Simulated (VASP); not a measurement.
# SiC (I-4m2) in VASP: notebook

Runs on SiC. Level: r2SCAN. Tasks: single point.

Everything below comes from runs of VASP 6.6.1. Logs are shortened: lines on timing, memory, paths and dates and some standing lists are left out, and cuts for length are marked.

## 1. The cell of the first run

It takes space group I-4m2 (No. 119, tetragonal). Conventional cell: a = 2.926 Å, b = 2.926 Å, c = 4.465 Å, α = 90.00°, β = 90.00°, γ = 90.00°. Within 2.4 Å of Si (site symmetry -4m2) lie 4 C at 1.84 Å. C (site symmetry -4m2) has 4 Si at 1.84 Å within 2.4 Å.

## 2. Single point, r2SCAN (strain -0.050 along x and y, +0.025 along z)

File POSCAR:

```
SiC
1.0
    0.0000000000      2.0692377362      2.2325986101
    2.0692377362      0.0000000000      2.2325986101
    2.0692377362      2.0692377362      0.0000000000
Si C
1 1
Direct
    0.0000000000      0.0000000000      0.0000000000
    0.7500000000      0.7500000000      0.7500000000
```

File INCAR.step1:

```
SYSTEM = SiC
  PREC = Accurate
  ENCUT = 520
  ISMEAR = 0
  SIGMA = 0.05
  LREAL = .False.
  LASPH = .True.
  NELM = 60
  NBANDS = 11
  GGA = PE
  ALGO = Normal
  EDIFF = 1E-4
  LWAVE = .True.
  LCHARG = .False.
```

File INCAR.step2:

```
SYSTEM = SiC
  PREC = Accurate
  ENCUT = 520
  EDIFF = 1E-6
  ISMEAR = 0
  SIGMA = 0.05
  LREAL = .False.
  LASPH = .True.
  NELM = 60
  ALGO = Normal
  ISIF = 2
  LWAVE = .False.
  LCHARG = .False.
  METAGGA = R2SCAN
  LMIXTAU = .True.
  NBANDS = 11
  ISTART = 1
```

File KPOINTS:

```
Automatic mesh
0
Gamma
  10 10 10
  0 0 0
```

Potentials or basis: VASP PAW PBE potentials, release 64 (Si, C).

Started as:

```console
cat potpaw_PBE.64/Si/POTCAR potpaw_PBE.64/C/POTCAR > POTCAR
cp INCAR.step1 INCAR
mpirun -np 1 vasp_std > vasp.out
cp INCAR.step2 INCAR
mpirun -np 1 vasp_std > vasp.out
```

OUTCAR:

```text
SYSTEM = SiC
   PREC = Accurate
   ENCUT = 520
   EDIFF = 1E-6
   ISMEAR = 0
   LREAL = .False.
   LASPH = .True.
   NELM = 60
   ISIF = 2
   METAGGA = R2SCAN
   ISTART = 1

 ion  position               nearest neighbor table
   1  0.000  0.000  0.000-   2 1.84   2 1.84   2 1.84   2 1.84
   2  0.750  0.750  0.750-   1 1.84   1 1.84   1 1.84   1 1.84

  LATTYP: Found a body centered tetragonal cell.
 ALAT       =     2.9263440703
 C/A-ratio  =     1.5258620015

  Lattice vectors:

 A1 = (  -2.0692377362,   0.0000000000,   2.2325986101)
 A2 = (   2.0692377362,   0.0000000000,   2.2325986101)
 A3 = (   0.0000000000,   2.0692377362,  -2.2325986101)

Analysis of symmetry for initial positions (statically):
=====================================================================
 Subroutine PRICEL returns:
 Original cell was already a primitive cell.

 Routine SETGRP: Setting up the symmetry group for a
 body centered tetragonal supercell.

 Subroutine GETGRP returns: Found  8 space group operations
 (whereof  8 operations were pure point group operations)
 out of a pool of 16 trial point group operations.

The static configuration has the point symmetry D_2d.

Analysis of symmetry for dynamics (positions and initial velocities):
=====================================================================
 Subroutine PRICEL returns:
 Original cell was already a primitive cell.

 Routine SETGRP: Setting up the symmetry group for a
 body centered tetragonal supercell.

 Subroutine GETGRP returns: Found  8 space group operations
 (whereof  8 operations were pure point group operations)
 out of a pool of 16 trial point group operations.

The dynamic configuration has the point symmetry D_2d.

 Subroutine INISYM returns: Found  8 space group operations
 (whereof  8 operations are pure point group operations),
 and found     1 'primitive' translations

----------------------------------------------------------------------------------------

                                     Primitive cell

  volume of cell :      19.1188

  direct lattice vectors                    reciprocal lattice vectors
     0.000000000  2.069237736  2.232598610    -0.241634874  0.241634874  0.223954274
     2.069237736  0.000000000  2.232598610     0.241634874 -0.241634874  0.223954274
     2.069237736  2.069237736  0.000000000     0.241634874  0.241634874 -0.223954274

  length of vectors
     3.044050158  3.044050158  2.926344070     0.408571097  0.408571097  0.408571097

  position of ions in fractional coordinates (direct lattice)
     0.000000000  0.000000000  0.000000000
     0.750000000  0.750000000  0.750000000

  ion indices of the primitive-cell ions
   primitive index   ion index
                 1           1
                 2           2

----------------------------------------------------------------------------------------

 KPOINTS: Automatic mesh

Automatic generation of k-mesh.
 Grid dimensions read from file:
 generate k-points for:   10   10   10

 Generating k-lattice:

  Cartesian coordinates                     Fractional coordinates (reciprocal lattice)
    -0.024163487  0.024163487  0.022395427     0.100000000  0.000000000  0.000000000
     0.024163487 -0.024163487  0.022395427     0.000000000  0.100000000  0.000000000
     0.024163487  0.024163487 -0.022395427     0.000000000  0.000000000  0.100000000

  Length of vectors
     0.040857110  0.040857110  0.040857110

  Shift w.r.t. Gamma in fractional coordinates (k-lattice)
     0.000000000  0.000000000  0.000000000

 Subroutine IBZKPT returns following result:
 ===========================================

 Found    102 irreducible k-points:

 Following reciprocal coordinates:
            Coordinates               Weight
  0.000000  0.000000  0.000000      1.000000
  0.100000  0.000000  0.000000      8.000000
  0.200000  0.000000  0.000000      8.000000
  0.300000  0.000000  0.000000      8.000000
  0.400000  0.000000  0.000000      8.000000
  0.500000  0.000000  0.000000      4.000000
[... 16 lines left out ...]
  0.300000  0.300000  0.000000      2.000000
  0.400000  0.300000  0.000000      8.000000
 [... further k-points ...]
   k-points           NKPTS =    102   k-points in BZ     NKDIM =    102   number of bands    NBANDS=     11
   number of dos      NEDOS =    301   number of ions     NIONS =      2
   total plane-waves  NPLWV =  13824
   dimension x,y,z NGX =    24 NGY =   24 NGZ =   24
   dimension x,y,z NGXF=    48 NGYF=   48 NGZF=   48
   ions per type =               1   1
   NGX,Y,Z   is equivalent  to a cutoff of  13.11, 13.11, 13.63 a.u.
   NGXF,Y,Z  is equivalent  to a cutoff of  26.21, 26.21, 27.27 a.u.
 SYSTEM =  SiC
   PREC   = accura    normal or accurate (medium, high low for compatibility)
   ISTART =      1    job   : 0-new  1-cont  2-samecut
   ICHARG =      0    charge: 1-file 2-atom 10-const
   ISPIN  =      1    spin polarized calculation?
   LNONCOLLINEAR =      F non collinear calculations
   LSORBIT =      F    spin-orbit coupling
   LASPH  =      T    aspherical Exc in radial PAW
   ENCUT  =  520.0 eV  38.22 Ry    6.18 a.u.   5.66  5.66  5.44*2*pi/ulx,y,z
   NELM   =     60;   NELMIN=  2; NELMDL=  0     # of ELM steps
   EDIFF  = 0.1E-05   stopping-criterion for ELM
   LREAL  =      F    real-space projection
   EDIFFG = 0.1E-04   stopping-criterion for IOM
   NSW    =      0    number of steps for IOM
   IBRION =     -1    ionic relax: 0-MD 1-quasi-New 2-CG
   NFREE  =      0    steps in history (QN), initial steepest desc. (CG)
   ISIF   =      2    stress and relaxation
   ISYM   =      2    0-nonsym 1-usesym 2-fastsym
   POTIM  = 0.5000    time-step for ionic-motion
   TEBEG  =    0.0;   TEEND  =   0.0 temperature during run
   PSTRESS=    0.0 pullay stress
   NELECT =       8.0000    total number of electrons
   NUPDOWN=      -1.0000    fix difference up-down
   EMIN   =  10.00;   EMAX   =-10.00  energy-range for DOS
   EFERMI =   0.00;   METHOD = LEGACY
   ISMEAR =     0;   SIGMA  =   0.05  broadening in eV -4-tet -1-fermi 0-gaus
   EFERMI_NEDOS =   21; number of points for ismear=-14 and -15
   IALGO  =     38    algorithm
   IMIX   =      4    mixing-type and parameters
     AMIX     =   0.40;   BMIX     =  1.00
     AMIX_MAG =   1.60;   BMIX_MAG =  1.00
  volume/ion in A,a.u.               =       9.56        64.51
  Fermi-wavevector in a.u.,A,eV,Ry     =   1.224478  2.313928 20.399849  1.499347
  Thomas-Fermi vector in A             =   2.359551
   LORBIT       =      0    0 simple, 1 ext, 2 COOP (PROOUT), +10 PAW based schemes
   METAGGA = R2SCAN    functional components
   LHFCALC =     F    Hartree Fock is set to
   AEXX    =    0.0000 exact exchange contribution
   IVDW    =     0    specifies the selected vdW correction
   LEPSILON=     F    determine dielectric tensor
   LRPA    =     F    only Hartree local field effects (RPA)
 non-spin polarized calculation
 Gauss-broadening in eV      SIGMA  =   0.05
  energy-cutoff  :      520.00
  volume of cell :       19.12
 maximum number of plane-waves:       541
   NGX = 11   NGY = 11   NGZ = 11

 number of electron       7.9999999 magnetization

 Free energy of the ion-electron system (eV)
  ---------------------------------------------------
  ext. energy  EPLUGINS =         0.00000000
  ---------------------------------------------------
  free energy    TOTEN  =       -19.16213672 eV

  energy without entropy =      -19.16213672  energy(sigma->0) =      -19.16213672

 E-fermi :   9.4215     XC(G=0): -12.2982

 val. band max:        9.1384722915   @ k =  -0.1000   0.1000   0.0000
 cond. band min:      10.3592049041   @ k =   0.5000   0.0000   0.5000
 fundamental gap:      1.2207326125
 Fermi energy:         9.4214799909

 k-point     1 :       0.0000    0.0000    0.0000
  band No.  band energies     occupation
      1      -7.9235      2.00000
      2       8.5015      2.00000
      3       9.1243      2.00000
      4       9.1243      2.00000
      5      16.6826      0.00000
      6      17.3275      0.00000
      7      17.3275      0.00000
      8      17.4920      0.00000
      9      23.1328      0.00000
     10      25.9240      0.00000
     11      25.9706      0.00000

 k-point     2 :       0.1000    0.0000    0.0000
  band No.  band energies     occupation
      1      -7.7074      2.00000
      2       7.7747      2.00000
      3       8.6080      2.00000
      4       9.0215      2.00000
      5      16.7314      0.00000
      6      17.5219      0.00000
      7      17.6259      0.00000
      8      18.0176      0.00000
      9      22.4096      0.00000
     10      24.6811      0.00000
     11      26.8944      0.00000

 k-point     3 :       0.2000    0.0000    0.0000
  band No.  band energies     occupation
      1      -7.0687      2.00000
      2       5.5639      2.00000
      3       8.1119      2.00000
      4       8.7861      2.00000
      5      16.1576      0.00000
      6      17.8494      0.00000
      7      18.1928      0.00000
      8      19.3115      0.00000
      9      22.3863      0.00000
     10      23.5129      0.00000
     11      26.4117      0.00000
[... 267 lines left out ...]
 k-point    23 :       0.3000    0.3000    0.0000
  band No.  band energies     occupation
      1      -5.6447      2.00000
      2       3.6779      2.00000
      3       6.8503      2.00000
      4       6.8503      2.00000
      5      12.8204      0.00000
      6      16.0978      0.00000
      7      22.2074      0.00000
      8      22.2074      0.00000
      9      22.3431      0.00000
     10      28.4985      0.00000
     11      32.5918      0.00000

 k-point    24 :       0.4000    0.3000    0.0000
  band No.  band energies     occupation
      1      -4.7483      2.00000
      2       2.4501      2.00000
      3       5.7858      2.00000
      4       6.6099      2.00000
      5      12.6541      0.00000
      6      16.2980      0.00000
      7      22.0007      0.00000
      8      22.7964      0.00000
      9      24.2761      0.00000
     10      29.2568      0.00000
     11      32.2594      0.00000

 [... further k-points ...]

------------------------ aborting loop because EDIFF is reached ----------------------------------------

  FORCE on cell =-STRESS in cart. coord.  units (eV):
  Direction    XX          YY          ZZ          XY          YZ          ZX
  --------------------------------------------------------------------------------------
  -------------------------------------------------------------------------------------
  Total        3.3789921      3.3789921      0.3347948      0.0000000     -0.0000000     -0.0000000
  in kB      283.1628922    283.1628922     28.0561374      0.0000000     -0.0000000     -0.0000000
  external PRESSURE =     198.1273072 kB  Pullay stress =       0.0000000 kB

 VOLUME and BASIS-vectors are now :
 -----------------------------------------------------------------------------
  energy-cutoff  :      520.00
  volume of cell :       19.12
      direct lattice vectors                 reciprocal lattice vectors
     0.000000000  2.069237736  2.232598610    -0.241634874  0.241634874  0.223954274
     2.069237736  0.000000000  2.232598610     0.241634874 -0.241634874  0.223954274
     2.069237736  2.069237736  0.000000000     0.241634874  0.241634874 -0.223954274

 POSITION                                       TOTAL-FORCE (eV/Angst)
 -----------------------------------------------------------------------------------
      0.00000      0.00000      0.00000        -0.000000     -0.000000      0.000000
      3.10386      3.10386      3.34890         0.000000      0.000000     -0.000000
 -----------------------------------------------------------------------------------
    total drift:                                0.000001      0.000001     -0.000001

  FREE ENERGIE OF THE ION-ELECTRON SYSTEM (eV)
  ---------------------------------------------------
  free  energy   TOTEN  =       -19.1621367233 eV

  energy  without entropy=      -19.1621367233  energy(sigma->0) =      -19.16213672
```

Wall time 76 s (1 thread of Intel Xeon 8259CL, shared host); peak memory 0.15 GiB.

Results:

- Free energy: -19.1621 eV
- Pressure: 19.8 GPa
- Band gap on the k mesh: 1.22 eV, indirect (least direct gap 5.07 eV)

Levels at points of the mesh, in eV from the valence-band top:
```
           k point  band 2  band 3  band 4  band 5  band 6  band 7
(0.00, 0.00, 0.00)   -0.64   -0.01   -0.01    7.54    8.19    8.19
(0.50, 0.00, 0.00)   -9.50   -1.90   -0.81    5.74    8.06    8.54
(0.50, 0.50, 0.00)   -9.23   -3.09   -3.09    1.98    5.85   15.97
(0.50, 0.00, 0.50)   -8.20   -4.06   -3.93    1.22    4.45   14.30
```

Caveat: the cell differs from its parent crystal (strain -0.050 along x and y, +0.025 along z); the PAW data sets were made with another functional, which shifts forces and pressure a little.

## 3. Single point, r2SCAN (strain -0.025 along x and y, +0.000 along z)

File POSCAR:

```
SiC
1.0
    0.0000000000      2.1236913609      2.1781449855
    2.1236913609      0.0000000000      2.1781449855
    2.1236913609      2.1236913609      0.0000000000
Si C
1 1
Direct
    0.0000000000      0.0000000000      0.0000000000
    0.7500000000      0.7500000000      0.7500000000
```

File INCAR.step1:

```
  ALGO = Normal
  EDIFF = 1E-4
  ENCUT = 520
  GGA = PE
  ISMEAR = 0
  LASPH = T
  LCHARG = F
  LREAL = F
  LWAVE = T
  NBANDS = 11
  NELM = 80
  PREC = Accurate
  SIGMA = 0.05
```

File INCAR.step2:

```
  ALGO = Normal
  EDIFF = 1E-6
  ENCUT = 520
  ISIF = 2
  ISMEAR = 0
  ISTART = 1
  LASPH = T
  LCHARG = F
  LMIXTAU = T
  LREAL = F
  LWAVE = F
  METAGGA = R2SCAN
  NBANDS = 11
  NELM = 80
  PREC = Accurate
  SIGMA = 0.05
```

File KPOINTS:

```
k-points
0
Gamma
  10 10 10
```

Potentials or basis: VASP PAW PBE potentials, release 64 (Si, C).

Started as:

```console
cat potpaw_PBE.64/Si/POTCAR potpaw_PBE.64/C/POTCAR > POTCAR
cp INCAR.step1 INCAR
mpirun -np 1 vasp_std > vasp.out
cp INCAR.step2 INCAR
mpirun -np 1 vasp_std > vasp.out
```

Wall time 77 s (1 thread of Intel Xeon 8259CL, shared host); peak memory 0.15 GiB.

It converged, with:

```
Free energy            : -19.2814 eV
Pressure               : 12.4 GPa
Band gap on the k mesh : 1.55 eV, indirect (least direct gap 5.09 eV)
```

Stress tensor (GPa, compression positive):
```
14.94  0.00  0.00
 0.00 14.94  0.00
 0.00  0.00  7.36
```

Levels at points of the mesh, in eV from the valence-band top:
```tsv
k point	band 1	band 2	band 3	band 4	band 5	band 6	band 7	band 8
(0.00, 0.00, 0.00)	-16.66	-0.19	0.00	0.00	7.42	8.16	8.16	8.23
(0.50, 0.00, 0.00)	-12.84	-9.17	-1.35	-1.01	6.34	7.81	8.13	11.22
(0.50, 0.50, 0.00)	-11.47	-8.51	-3.30	-3.30	1.80	5.28	15.80	15.80
(0.50, 0.00, 0.50)	-11.25	-8.17	-3.61	-3.57	1.55	4.81	15.22	16.12
```

Caveat: the cell differs from its parent crystal (strain -0.025 along x and y, +0.000 along z); the PAW data sets were made with another functional, which shifts forces and pressure a little.

## 4. Single point, r2SCAN (strain +0.000 along x and y, -0.025 along z)

File POSCAR:

```
SiC
1.0
    0.0000000000      2.1781449855      2.1236913609
    2.1781449855      0.0000000000      2.1236913609
    2.1781449855      2.1781449855      0.0000000000
Si C
1 1
Direct
    0.0000000000      0.0000000000      0.0000000000
    0.7500000000      0.7500000000      0.7500000000
```

File INCAR.step1:

```
PREC = Accurate
ENCUT = 520
ISMEAR = 0
SIGMA = 0.05
LREAL = F
LASPH = T
NELM = 100
NBANDS = 11
GGA = PE
ALGO = Normal
EDIFF = 1E-4
LWAVE = T
LCHARG = F
```

File INCAR.step2:

```
PREC = Accurate
ENCUT = 520
EDIFF = 1E-6
ISMEAR = 0
SIGMA = 0.05
LREAL = F
LASPH = T
NELM = 100
ALGO = Normal
ISIF = 2
LWAVE = F
LCHARG = F
METAGGA = R2SCAN
LMIXTAU = T
NBANDS = 11
ISTART = 1
```

File KPOINTS:

```
Automatic mesh
0
Gamma
  10 10 10
```

Started as:

```console
cat potpaw_PBE.64/Si/POTCAR potpaw_PBE.64/C/POTCAR > POTCAR
cp INCAR.step1 INCAR
mpirun -np 1 vasp_std > vasp.out
cp INCAR.step2 INCAR
mpirun -np 1 vasp_std > vasp.out
```

It took 73 s on 1 thread of Intel Xeon 8259CL, shared host; peak memory 0.15 GiB.

The run converged. Its results:

```yaml
Free_energy: -19.3105 eV
Pressure: 5.8 GPa
Band_gap_on_the_k_mesh: 1.43 eV, indirect (least direct gap 5.06 eV)
```

Stress tensor (GPa, compression positive):
```
 3.53  0.00  0.00
 0.00  3.53  0.00
 0.00  0.00 10.30
```

Levels at points of the mesh, in eV from the valence-band top:
```csv
k point,band 1,band 2,band 3,band 4,band 5,band 6,band 7,band 8
"(0.00, 0.00, 0.00)",-16.51,-0.17,-0.17,0.00,7.05,7.89,7.96,7.96
"(0.50, 0.00, 0.00)",-12.78,-9.08,-1.39,-1.07,6.07,7.55,8.03,11.01
"(0.50, 0.50, 0.00)",-11.15,-8.03,-3.69,-3.69,1.43,4.50,15.26,15.26
"(0.50, 0.00, 0.50)",-11.36,-8.36,-3.42,-3.38,1.68,4.97,14.95,15.81
```

Caveat: the cell differs from its parent crystal (strain +0.000 along x and y, -0.025 along z); the PAW data sets were made with another functional, which shifts forces and pressure a little.

## 5. The runs side by side

```tsv
cell	gap on the mesh (eV)	pressure (GPa)
a = 3.044, b = 3.044, c = 2.926 Å, angles 61.3, 61.3, 57.5°, 2 atoms	1.22	19.8
a = 3.042, b = 3.042, c = 3.003 Å, angles 60.4, 60.4, 59.2°, 2 atoms	1.55	12.4
a = 3.042, b = 3.042, c = 3.080 Å, angles 59.6, 59.6, 60.8°, 2 atoms	1.43	5.8
```

Alike in all rows: task single point; level r2SCAN; potentials or basis VASP PAW PBE potentials, release 64 (Si, C); no spin polarisation; k mesh 10 × 10 × 10; cutoff (eV) 520; smearing gaussian 0.05 eV.

Caveats: the PAW data sets were made with another functional, which shifts forces and pressure a little.

Total energies depend on the potentials used, so only differences within one code and one set of settings carry meaning.
